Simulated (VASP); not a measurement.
Write the native input for VASP 6.6.1 that does the following.

```yaml
Task: single point
Functional: PBE
Potentials_or_basis: VASP PAW PBE potentials, release 64 (Al, N)
Cutoff: 600 eV
k_mesh: 7 × 7 × 7
Occupations: gaussian, width 0.01 eV
Spin: no spin polarisation
Dipole_correction: no
Further_INCAR_settings: ALGO = Normal; EDIFF = 1e-06; NBANDS = 11
```

The structure of AlN lies in POSCAR:

```
AlN
1.0
    0.0000000000      1.9557848367      1.9557848367
    1.9557848367      0.0000000000      1.9557848367
    1.9557848367      1.9557848367      0.0000000000
Al N
1 1
Direct
    0.0000000000      0.0000000000      0.0000000000
    0.5000000000      0.5000000000      0.5000000000
```

One way to write it, as run:

INCAR

```
ALGO = Normal ; EDIFF = 1E-6
ENCUT = 600 ; GGA = PE
GGA_COMPAT = F ; ISIF = 2
ISMEAR = 0 ; LASPH = T
LCHARG = F ; LREAL = F
LWAVE = F ; NBANDS = 11
NELM = 120 ; PREC = Accurate
SIGMA = 0.01
```

KPOINTS

```
k-points
0
Gamma
  7 7 7
```

Potentials or basis: VASP PAW PBE potentials, release 64 (Al, N).

Launch:

```bash
$ cat potpaw_PBE.64/Al/POTCAR potpaw_PBE.64/N/POTCAR > POTCAR
$ mpirun -np 1 vasp_std > vasp.out
```

It gave:

```yaml
Pressure: 37.7 GPa
Band_gap_on_the_k_mesh: 5.31 eV, indirect (least direct gap 7.19 eV)
```

Wall time 3.2 s on 1 thread of Intel(R) Xeon(R) Platinum 8559C (Emerald Rapids) (shared host), peak memory 0.13 GiB.
